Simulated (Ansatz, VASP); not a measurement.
## RbBr in VASP and in Ansatz

```
Rb Br
1.0
    -0.09863    3.46083    3.46083
     3.46083   -0.09863    3.46083
     3.36219    3.36219    0.00000
Rb Br
1 1
Direct
  0.00000 0.00000 0.00000
  0.50000 0.50000 0.50000
```

Change from the starting cell: shear_xy strain -5.7%.

Alike in both runs: task single point; functional HSE06; k mesh 4 × 4 × 4; no spin polarisation.

|  | VASP | Ansatz |
| --- | --- | --- |
| version | VASP 6.6.1 | Ansatz 0.2.0 |
| potentials or method | VASP PAW PBE potentials, release 64 (Rb_sv, Br) | plane waves, PAW |
| plane-wave cutoff (eV) | 520 | 420 |
| occupations | gaussian, width 0.01 eV | fixed |
| valence electrons in the cell | 16 | 16 |

```tsv
	VASP	Ansatz	Ansatz less VASP
gap on the k mesh at the Fermi level (eV)	5.38	5.38	+0.001
pressure (GPa)	0.3	0.3	0.00
traceless stress, the component that is largest in VASP (GPa)	0.24	0.24	0.000
```

Ansatz's warnings: stress exchange threshold loose, stress scf threshold loose.
